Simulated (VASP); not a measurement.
Here is a VASP 6.6.1 calculation.

The input INCAR:

```
SYSTEM = AlN
ALGO     = Normal         ! electronic algorithm
EDIFF    = 1E-6           ! SCF threshold, eV
EDIFFG   = -0.01          ! ionic threshold
ENCUT    = 600            ! plane-wave cutoff, eV
GGA      = PE             ! functional
IBRION   = 2              ! ionic algorithm
ISIF     = 3              ! what is computed and relaxed
ISMEAR   = 0              ! smearing method
LASPH    = .True.         ! aspherical terms in the spheres
LCHARG   = .False.        ! write CHGCAR
LREAL    = .False.        ! projectors in reciprocal space
LWAVE    = .False.        ! write WAVECAR
NELM     = 60             ! most SCF steps
NSW      = 100            ! ionic steps
PREC     = Accurate       ! precision mode
SIGMA    = 0.02           ! smearing width, eV
```

The input KPOINTS:

```
k-points
0
Gamma
  10 10 10
  0 0 0
```

File POSCAR:

```
AlN
1.0
    0.0000000000      2.2007877462      2.2007877462
    2.2007877462      0.0000000000      2.2007877462
    2.2007877462      2.2007877462      0.0000000000
Al N
1 1
Direct
    0.0000000000      0.0000000000      0.0000000000
    0.7500000000      0.7500000000      0.7500000000
```

Potentials or basis: VASP PAW PBE potentials, release 64 (Al, N).

Command:

```sh
$ cat potpaw_PBE.64/Al/POTCAR potpaw_PBE.64/N/POTCAR > POTCAR
$ mpirun -np 1 vasp_std > vasp.out
```

**Question.** Predict the relaxed cell.

**Answer.** a = 3.111 Å, b = 3.111 Å, c = 3.111 Å, α = 60.00°, β = 60.00°, γ = 60.00°.

**Question.** What does it give for the space group after relaxing (to 0.05 Å)?

**Answer.** F-43m (No. 216).

Final structure:
```
CELL_PARAMETERS angstrom
0.00000 2.20008 2.20008
2.20008 0.00000 2.20008
2.20008 2.20008 0.00000
ATOMIC_POSITIONS crystal
Al 0.00000 0.00000 0.00000
N 0.75000 0.75000 0.75000
```
